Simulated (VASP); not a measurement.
Here is a VASP 6.6.1 calculation.

INCAR

```
SYSTEM = CdSe
  ALGO = Normal
  EDIFF = 1E-6
  ENCUT = 520
  GGA = PE
  ISIF = 2
  ISMEAR = -1
  LASPH = .True.
  LCHARG = .False.
  LREAL = .False.
  LWAVE = .False.
  NBANDS = 16
  NELM = 80
  PREC = Accurate
  SIGMA = 0.1
```

File KPOINTS:

```
k-points
0
Gamma
  11 11 11
  0 0 0
```

Contents of POSCAR:

```
CdSe
1.0
    0.0000000000      3.0980889089      3.0980889089
    3.0980889089      0.0000000000      3.0980889089
    3.0980889089      3.0980889089      0.0000000000
Cd Se
1 1
Direct
    0.0000000000      0.0000000000      0.0000000000
    0.2500000000      0.2500000000      0.2500000000
```

Potentials or basis: VASP PAW PBE potentials, release 64 (Cd, Se).

Launch:

```sh
$ cat potpaw_PBE.64/Cd/POTCAR potpaw_PBE.64/Se/POTCAR > POTCAR
$ mpirun -np 1 vasp_std > vasp.out
```

Problem. Predict the pressure.

Solution. 0.2 GPa.

Problem. Estimate the band gap on the k mesh.

Solution. 0.49 eV, direct.

A hybrid or GW would open this gap; PBE tends to underestimate it.
